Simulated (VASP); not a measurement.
Runs of VASP 6.6.1 on PbO2. The structure is that of space group Fm-3m (No. 225), or close to it. The cells are those of the table. 

| task | level | potentials or basis | cell | cutoff (eV) | second run | gap on the mesh (eV) | pressure (GPa) |
| --- | --- | --- | --- | --- | --- | --- | --- |
| single point | PBE | VASP PAW PBE potentials, release 64 (Pb_d, O) | a = 3.825 Å, angles 60.0°, 3 atoms | 520 | - | none | 0.2 |
| single point | r2SCAN | VASP PAW PBE potentials, release 64 (Pb_d, O_h) | a = 3.759 Å, angles 60.0°, 3 atoms | 910 | hard_potentials | none | 1.0 |
| single point | PBE | VASP PAW PBE potentials, release 64 (Pb_d, O) | a = 3.759 Å, angles 60.0°, 3 atoms | 520 | - | none | (a) |
| single point | r2SCAN | VASP PAW PBE potentials, release 64 (Pb_d, O) | a = 3.759 Å, angles 60.0°, 3 atoms | 520 | - | none | 1.1 |
| relaxation of cell and atoms | PBE | VASP PAW PBE potentials, release 64 (Pb_d, O) | relaxed from a = 3.653 Å, angles 60.0°, 3 atoms | 600 | - | none | 0.0 |

Alike in all rows: no spin polarisation; k mesh 8 × 8 × 8; smearing fermi-dirac 0.02 eV.

Task: Estimate the missing entries.

Result: (a) 7.9.

Caveats: spin-orbit coupling is left out, which moves the levels of the heavy elements; the PAW data sets were made with another functional, which shifts forces and pressure a little (some runs); the cutoff is under 1.25 times the usual one of these potentials, so pressure, stress and relaxed cells hold a basis-set (Pulay) error (some runs).

A k mesh can miss the band edges, and the runs leave out spin-orbit coupling on Pb.

A gap of «none» marks levels without a gap at the run's occupations.
